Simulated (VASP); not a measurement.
# Bi (R-3m) in VASP: further runs, part 2 of 2

VASP 6.6.1. The steps go on from the part before.

## 4. Relaxation of cell and atoms, PBEsol

This run uses another cell than the first one, of 35.07 Å³/atom.

File INCAR:

```
SYSTEM = Bi
ALGO = Normal
EDIFF = 1E-6
EDIFFG = -0.01
ENCUT = 600
GGA = PS
IBRION = 2
ISIF = 3
ISMEAR = -1
LASPH = .TRUE.
LCHARG = .FALSE.
LREAL = .FALSE.
LWAVE = .FALSE.
NELM = 80
NSW = 80
PREC = Accurate
SIGMA = 0.05
```

File KPOINTS:

```
k-points
0
G
  7 7 7
  0 0 0
```

File POSCAR:

```
Bi
1.0
    2.2675000000      1.3091417354      3.9380000000
   -2.2675000000      1.3091417354      3.9380000000
    0.0000000000     -2.6182834708      3.9380000000
Bi
2
Direct
    0.7660000000      0.7660000000      0.7660000000
    0.2340000000      0.2340000000      0.2340000000
```

Potentials or basis: VASP PAW PBE potentials, release 64 (Bi_d).

Command:

```sh
> cat potpaw_PBE.64/Bi_d/POTCAR > POTCAR
> mpirun -np 1 vasp_std > vasp.out
```

OUTCAR:

```text
SYSTEM = Bi
   EDIFF = 1E-6
   EDIFFG = -0.01
   ENCUT = 600
   GGA = PS
   IBRION = 2
   ISIF = 3
   ISMEAR = -1
   LASPH = .TRUE.
   LREAL = .FALSE.
   NELM = 80
   NSW = 80
   PREC = Accurate

 ion  position               nearest neighbor table
   1  0.766  0.766  0.766-   2 3.06   2 3.06   2 3.06   2 3.52   2 3.52   2 3.52
   2  0.234  0.234  0.234-   1 3.06   1 3.06   1 3.06   1 3.52   1 3.52   1 3.52

  LATTYP: Found a trigonal (rhomboedric) cell.
 ALAT       =     4.7289800521
 COS(alpha) =     0.5401781303

  Lattice vectors:

 A1 = (   2.2675000000,   1.3091417354,   3.9380000000)
 A2 = (  -2.2675000000,   1.3091417354,   3.9380000000)
 A3 = (   0.0000000000,  -2.6182834708,   3.9380000000)

Analysis of symmetry for initial positions (statically):
=====================================================================
 Subroutine PRICEL returns:
 Original cell was already a primitive cell.

 Routine SETGRP: Setting up the symmetry group for a
 trigonal (rhombohedral) supercell.

 Subroutine GETGRP returns: Found 12 space group operations
 (whereof 12 operations were pure point group operations)
 out of a pool of 12 trial point group operations.

The static configuration has the point symmetry D_3d.

Analysis of symmetry for dynamics (positions and initial velocities):
=====================================================================
 Subroutine PRICEL returns:
 Original cell was already a primitive cell.

 Routine SETGRP: Setting up the symmetry group for a
 trigonal (rhombohedral) supercell.

 Subroutine GETGRP returns: Found 12 space group operations
 (whereof 12 operations were pure point group operations)
 out of a pool of 12 trial point group operations.

The dynamic configuration has the point symmetry D_3d.

 Subroutine INISYM returns: Found 12 space group operations
 (whereof 12 operations are pure point group operations),
 and found     1 'primitive' translations

----------------------------------------------------------------------------------------

                                     Primitive cell

  volume of cell :      70.1392

  direct lattice vectors                    reciprocal lattice vectors
     2.267500000  1.309141735  3.938000000     0.220507166  0.127309872  0.084645336
    -2.267500000  1.309141735  3.938000000    -0.220507166  0.127309872  0.084645336
     0.000000000 -2.618283471  3.938000000     0.000000000 -0.254619744  0.084645336

  length of vectors
     4.728980052  4.728980052  4.728980052     0.268320791  0.268320791  0.268320791

  position of ions in fractional coordinates (direct lattice)
     0.766000000  0.766000000  0.766000000
     0.234000000  0.234000000  0.234000000

  ion indices of the primitive-cell ions
   primitive index   ion index
                 1           1
                 2           2

----------------------------------------------------------------------------------------
[... 59 lines left out ...]
   NGXF,Y,Z  is equivalent  to a cutoff of  28.12, 28.12, 28.12 a.u.
 SYSTEM =  Bi
   PREC   = accura    normal or accurate (medium, high low for compatibility)
   ISTART =      0    job   : 0-new  1-cont  2-samecut
   ICHARG =      2    charge: 1-file 2-atom 10-const
   ISPIN  =      1    spin polarized calculation?
   LNONCOLLINEAR =      F non collinear calculations
   LSORBIT =      F    spin-orbit coupling
   LASPH  =      T    aspherical Exc in radial PAW
   ENCUT  =  600.0 eV  44.10 Ry    6.64 a.u.   9.44  9.44  9.44*2*pi/ulx,y,z
   NELM   =     80;   NELMIN=  2; NELMDL= -5     # of ELM steps
   EDIFF  = 0.1E-05   stopping-criterion for ELM
   LREAL  =      F    real-space projection
   EDIFFG = -.1E-01   stopping-criterion for IOM
   NSW    =     80    number of steps for IOM
   IBRION =      2    ionic relax: 0-MD 1-quasi-New 2-CG
   NFREE  =      1    steps in history (QN), initial steepest desc. (CG)
   ISIF   =      3    stress and relaxation
   ISYM   =      2    0-nonsym 1-usesym 2-fastsym
   POTIM  = 0.5000    time-step for ionic-motion
   TEBEG  =    0.0;   TEEND  =   0.0 temperature during run
   PSTRESS=    0.0 pullay stress
   NELECT =      30.0000    total number of electrons
   NUPDOWN=      -1.0000    fix difference up-down
   EMIN   =  10.00;   EMAX   =-10.00  energy-range for DOS
   EFERMI =   0.00;   METHOD = LEGACY
   ISMEAR =    -1;   SIGMA  =   0.05  broadening in eV -4-tet -1-fermi 0-gaus
   EFERMI_NEDOS =   21; number of points for ismear=-14 and -15
   IALGO  =     38    algorithm
   IMIX   =      4    mixing-type and parameters
     AMIX     =   0.40;   BMIX     =  1.00
     AMIX_MAG =   1.60;   BMIX_MAG =  1.00
  volume/ion in A,a.u.               =      35.07       236.66
  Fermi-wavevector in a.u.,A,eV,Ry     =   1.233469  2.330919 20.700530  1.521446
  Thomas-Fermi vector in A             =   2.368198
   LORBIT       =      0    0 simple, 1 ext, 2 COOP (PROOUT), +10 PAW based schemes
   GGA     = PS    functional components
   LHFCALC =     F    Hartree Fock is set to
   AEXX    =    0.0000 exact exchange contribution
   IVDW    =     0    specifies the selected vdW correction
   LEPSILON=     F    determine dielectric tensor
   LRPA    =     F    only Hartree local field effects (RPA)
 conjugate gradient relaxation of ions
 non-spin polarized calculation
  energy-cutoff  :      600.00
  volume of cell :       70.14
 maximum number of plane-waves:      2360
 NGX is ok and might be reduce to    40
   NGX = 19   NGY = 19   NGZ = 19

--------------------------------------- Ionic step        1  -------------------------------------------

 number of electron      30.0000001 magnetization

 Free energy of the ion-electron system (eV)
  ---------------------------------------------------
  ext. energy  EPLUGINS =         0.00000000
  ---------------------------------------------------
  free energy    TOTEN  =        -8.62452777 eV

  energy without entropy =       -8.62305311  energy(sigma->0) =       -8.62379044

------------------------ aborting loop because EDIFF is reached ----------------------------------------

  FORCE on cell =-STRESS in cart. coord.  units (eV):
  Direction    XX          YY          ZZ          XY          YZ          ZX
  --------------------------------------------------------------------------------------
  -------------------------------------------------------------------------------------
  Total       -0.1337907     -0.1337907     -0.2187700      0.0000000      0.0000000      0.0000000
  in kB       -3.0561574     -3.0561574     -4.9973226      0.0000000      0.0000000      0.0000000
  external PRESSURE =      -3.7032125 kB  Pullay stress =       0.0000000 kB
[... 89 lines left out ...]
  FREE ENERGIE OF THE ION-ELECTRON SYSTEM (eV)
  ---------------------------------------------------
  free  energy   TOTEN  =        -8.6277312566 eV

  energy  without entropy=       -8.6263404716  energy(sigma->0) =       -8.62703586

[... ionic steps 4 to 13 ...]

--------------------------------------- Ionic step       14  -------------------------------------------

 number of electron      30.0000002 magnetization

------------------------ aborting loop because EDIFF is reached ----------------------------------------
[... 67 lines left out ...]
--------------------------------------- Ionic step       16  -------------------------------------------

 number of electron      30.0000002 magnetization

 Free energy of the ion-electron system (eV)
  ---------------------------------------------------
  ext. energy  EPLUGINS =         0.00000000
  ---------------------------------------------------
  free energy    TOTEN  =        -8.63134417 eV

  energy without entropy =       -8.63006138  energy(sigma->0) =       -8.63070277

 E-fermi :   6.3574     XC(G=0):  -9.8304

 val. band max:        6.2330372200   @ k =   0.1429   0.1429   0.0000
 cond. band min:       6.4684373574   @ k =   0.4286  -0.0000   0.0000
 fundamental gap:      0.2354001374
 Fermi energy:         6.3574496520

 k-point     1 :       0.0000    0.0000    0.0000
  band No.  band energies     occupation
      1     -16.4329      2.00000
      2     -16.4329      2.00000
      3     -16.2742      2.00000
      4     -16.2742      2.00000
      5     -16.2635      2.00000
      6     -16.0815      2.00000
[... 505 lines left out ...]
      6     -16.1306      2.00000
[... 11 lines left out ...]
     18      10.3472      0.00000
     19      11.3257      0.00000

 [... further k-points ...]

------------------------ aborting loop because EDIFF is reached ----------------------------------------

  FORCE on cell =-STRESS in cart. coord.  units (eV):
  Direction    XX          YY          ZZ          XY          YZ          ZX
  --------------------------------------------------------------------------------------
  -------------------------------------------------------------------------------------
  Total       -0.0035737     -0.0035737     -0.0002748      0.0000000     -0.0000000      0.0000000
  in kB       -0.0834852     -0.0834852     -0.0064196      0.0000000     -0.0000000      0.0000000
  external PRESSURE =      -0.0577967 kB  Pullay stress =       0.0000000 kB
[... 17 lines left out ...]
  FREE ENERGIE OF THE ION-ELECTRON SYSTEM (eV)
  ---------------------------------------------------
  free  energy   TOTEN  =        -8.6313441720 eV

  energy  without entropy=       -8.6300613764  energy(sigma->0) =       -8.63070277

 reached required accuracy - stopping structural energy minimisation
```

CONTCAR:

```text
Bi
   1.00000000000000
     2.2670002586833631    1.3088532096163030    3.8523089301729705
    -2.2670002586833631    1.3088532096163030    3.8523089301729705
    -0.0000000000000000   -2.6177064192326061    3.8523089301729705
  Bi
     2
Direct
     0.7630919380657116    0.7630919380657116    0.7630919380657116
     0.2369080619342885    0.2369080619342885    0.2369080619342885

  0.00000000E+00  0.00000000E+00  0.00000000E+00
  0.00000000E+00  0.00000000E+00  0.00000000E+00
```

It took 16 min on 1 thread of AMD EPYC 7R43 (Zen 3), shared host; peak memory 0.27 GiB.

Results:

```yaml
Free_energy: -8.6313 eV
Relaxed_volume: 34.29 Å³/atom
Relaxed_cell: a = 4.658 Å, b = 4.658 Å, c = 4.658 Å, α = 58.25°, β = 58.25°, γ = 58.25°
Space_group_after_relaxing_to_0.1_Å: R-3m (No. 166)
Energy_gained_by_relaxing: 3.4 meV/atom
Ionic_steps: 16
Pressure_after_relaxing: 0.0 GPa
Largest_force_after_relaxing: 0.004 eV/Å
```

Forces in eV/Å, atoms in the order of the input:
```
Bi   0.000  0.000  0.004
Bi   0.000  0.000 -0.004
```

Step by step:
```tsv
step	energy change (eV)	largest force (eV/Å)	pressure (GPa)	volume (Å³)
1	0.0000	0.1348	-0.37	70.14
2	-0.0027	0.1364	0.08	69.32
3	-0.0032	0.1363	0.37	68.80
4	-0.0050	0.0853	0.22	68.79
5	-0.0065	0.0115	-0.05	68.75
6	-0.0065	0.0165	-0.04	68.75
7	-0.0067	0.0125	0.00	68.68
8	-0.0068	0.0092	0.03	68.61
9	-0.0068	0.0008	0.09	68.48
10	-0.0068	0.0008	0.04	68.53
11	-0.0068	0.0038	0.04	68.52
12	-0.0068	0.0027	0.06	68.50
13	-0.0068	0.0003	0.08	68.51
14	-0.0068	0.0005	0.08	68.51
15	-0.0068	0.0099	-0.05	68.65
16	-0.0068	0.0043	-0.01	68.58
```

Final structure:
```xyz
2
Lattice="2.2670 1.3089 3.8523 -2.2670 1.3089 3.8523 0.0000 -2.6177 3.8523" Properties=species:S:1:pos:R:3 pbc="T T T"
Bi    0.0000    0.0000    8.8190
Bi    0.0000    0.0000    2.7379
```

Caveat: the PAW data sets were made with another functional, which shifts forces and pressure a little; spin-orbit coupling is left out, which moves the levels of the heavy elements.

## 5. Relaxation of cell and atoms, PBEsol, target pressure 5 GPa, at which the enthalpy is minimised

This run uses another cell than the first one, of 35.07 Å³/atom.

File INCAR:

```
  PREC = Accurate
  ENCUT = 600
  EDIFF = 1E-6
  ISMEAR = -1
  SIGMA = 0.05
  LREAL = False
  LASPH = True
  NELM = 60
  ALGO = Normal
  ISIF = 3
  LWAVE = False
  LCHARG = False
  GGA = PS
  IBRION = 2
  NSW = 80
  EDIFFG = -0.01
  PSTRESS = 50.0
```

File KPOINTS:

```
regular mesh
0
Gamma
  7 7 7
```

POSCAR is that of step 4.

Command:

```sh
> cat potpaw_PBE.64/Bi_d/POTCAR > POTCAR
> mpirun -np 1 vasp_std > vasp.out
```

It took 11 min on 1 thread of AMD EPYC 7R43 (Zen 3), shared host; peak memory 0.24 GiB.

It converged, with:

- Free energy: -8.5447 eV
- Relaxed volume: 31.21 Å³/atom
- Relaxed cell: a = 4.475 Å, b = 4.475 Å, c = 4.475 Å, α = 59.34°, β = 59.34°, γ = 59.34°
- Space group after relaxing (to 0.1 Å): R-3m (No. 166)
- Energy change on relaxing (the run minimises the enthalpy): +39.9 meV/atom
- Ionic steps: 11
- Pressure after relaxing: 5.0 GPa

Step by step:
```tsv
step	energy change (eV)	largest force (eV/Å)	pressure (GPa)	volume (Å³)
1	0.0000	0.1348	-0.37	70.14
2	0.3409	1.0313	12.21	58.87
3	0.0784	0.5667	5.03	64.01
4	0.0728	0.3602	5.09	63.37
5	0.0997	0.0016	5.70	61.85
6	0.0963	0.0177	5.61	61.95
7	0.0558	0.0589	3.95	63.29
8	0.0777	0.0129	4.90	62.50
9	0.0786	0.0055	4.94	62.46
10	0.0809	0.0091	5.03	62.39
11	0.0798	0.0015	5.01	62.42
```

Final structure:
```
Bi
1.0
     2.21516    1.27893    3.67200
    -2.21516    1.27893    3.67200
     0.00000   -2.55785    3.67200
Bi
2
Direct
  0.75852 0.75852 0.75852
  0.24148 0.24148 0.24148
```

Levels at points of the mesh, in eV from the Fermi level:
| k point | band 12 | band 13 | band 14 | band 15 | band 16 | band 17 | band 18 | band 19 |
| --- | --- | --- | --- | --- | --- | --- | --- | --- |
| (0.00, 0.00, 0.00) | -7.01 | -1.56 | -1.49 | -1.49 | 3.17 | 3.33 | 3.33 | 5.44 |

Caveat: the cell is relaxed towards a set pressure, so the run minimises the enthalpy, not the energy; the PAW data sets were made with another functional, which shifts forces and pressure a little; spin-orbit coupling is left out, which moves the levels of the heavy elements.

## 6. Relaxation of cell and atoms, PBEsol, target pressure 10 GPa, at which the enthalpy is minimised

This run uses another cell than the first one, of 35.07 Å³/atom.

File INCAR:

```
  PREC = Accurate
  ENCUT = 600
  EDIFF = 1E-7
  ISMEAR = -1
  SIGMA = 0.05
  LREAL = F
  LASPH = T
  NELM = 80
  ALGO = Normal
  ISIF = 3
  LWAVE = F
  LCHARG = F
  GGA = PS
  IBRION = 2
  NSW = 80
  EDIFFG = -0.01
  PSTRESS = 100.0
```

KPOINTS is that of step 5.

POSCAR is that of step 5.

Potentials or basis: VASP PAW PBE potentials, release 64 (Bi_d).

Command:

```sh
> cat potpaw_PBE.64/Bi_d/POTCAR > POTCAR
> mpirun -np 1 vasp_std > vasp.out
```

Run time: 18 min. Hardware: 1 thread of AMD EPYC 7R43 (Zen 3), shared host; peak memory 0.24 GiB.

The run converged. Its results:

| Quantity | Value |
| --- | --- |
| Free energy | -8.3670 eV |
| Relaxed volume | 29.27 Å³/atom |
| Relaxed cell | a = 4.366 Å, b = 4.366 Å, c = 4.366 Å, α = 59.76°, β = 59.76°, γ = 59.76° |
| Space group after relaxing (to 0.1 Å) | R-3m (No. 166) |
| Energy change on relaxing (the run minimises the enthalpy) | +128.8 meV/atom |
| Ionic steps | 12 |
| Pressure after relaxing | 10.0 GPa |

The path:
| step | energy change (eV) | largest force (eV/Å) | pressure (GPa) | volume (Å³) |
| --- | --- | --- | --- | --- |
| 1 | 0.0000 | 0.1352 | -0.37 | 70.14 |
| 2 | 1.6784 | 2.3847 | 37.13 | 49.54 |
| 3 | 0.2289 | 0.8941 | 9.43 | 60.66 |
| 4 | 0.2500 | 0.9289 | 9.96 | 60.31 |
| 5 | 0.2442 | 0.5260 | 10.16 | 59.39 |
| 6 | 0.3269 | 0.0247 | 11.75 | 57.53 |
| 7 | 0.3111 | 0.0565 | 11.45 | 57.76 |
| 8 | 0.1664 | 0.0738 | 7.33 | 60.25 |
| 9 | 0.2541 | 0.0039 | 9.95 | 58.61 |
| 10 | 0.2552 | 0.0049 | 9.97 | 58.59 |
| 11 | 0.2558 | 0.0033 | 9.99 | 58.58 |
| 12 | 0.2576 | 0.0019 | 10.03 | 58.55 |

Final structure:
```
Bi
1.0
     2.17535    1.25594    3.57149
    -2.17535    1.25594    3.57149
     0.00000   -2.51188    3.57149
Bi
2
Direct
  0.75530 0.75530 0.75530
  0.24470 0.24470 0.24470
```

Levels at points of the mesh, in eV from the Fermi level:
```csv
k point,band 11,band 12,band 13,band 14,band 15,band 16,band 17,band 18,band 19
"(0.00, 0.00, 0.00)",-14.41,-6.77,-1.73,-1.71,-1.71,3.37,3.43,3.43,5.32
```

Caveat: the cell is relaxed towards a set pressure, so the run minimises the enthalpy, not the energy; the volume moved by over 15 % at a fixed basis, so the end points are rough; the PAW data sets were made with another functional, which shifts forces and pressure a little; spin-orbit coupling is left out, which moves the levels of the heavy elements.

## 7. The runs side by side

```csv
task,cell,cutoff (eV),pressure (GPa)
single point,"a = 4.475 Å, angles 59.3°, 2 atoms, atomic positions A",520,4.9
single point,"a = 4.659 Å, angles 58.3°, 2 atoms, atomic positions B",520,-0.1
relaxation of cell and atoms,"relaxed from a = 4.729 Å, angles 57.3°, 2 atoms, atomic positions C",600,0.0
relaxation of cell and atoms,"relaxed to 5 GPa from a = 4.729 Å, angles 57.3°, 2 atoms, atomic positions C",600,5.0
relaxation of cell and atoms,"relaxed to 10 GPa from a = 4.729 Å, angles 57.3°, 2 atoms, atomic positions C",600,10.0
```

Alike in all rows: level PBEsol; potentials or basis VASP PAW PBE potentials, release 64 (Bi_d); no spin polarisation; k mesh 7 × 7 × 7; smearing fermi-dirac 0.05 eV.

Caveats: the PAW data sets were made with another functional, which shifts forces and pressure a little; spin-orbit coupling is left out, which moves the levels of the heavy elements; the cell is relaxed towards a set pressure, so the run minimises the enthalpy, not the energy (at least some runs); the cell stands under pressure (at least some runs); the volume moved by over 15 % at a fixed basis, so the end points are rough (at least some runs).

Total energies depend on the potentials used, so only differences within one code and one set of settings carry meaning.
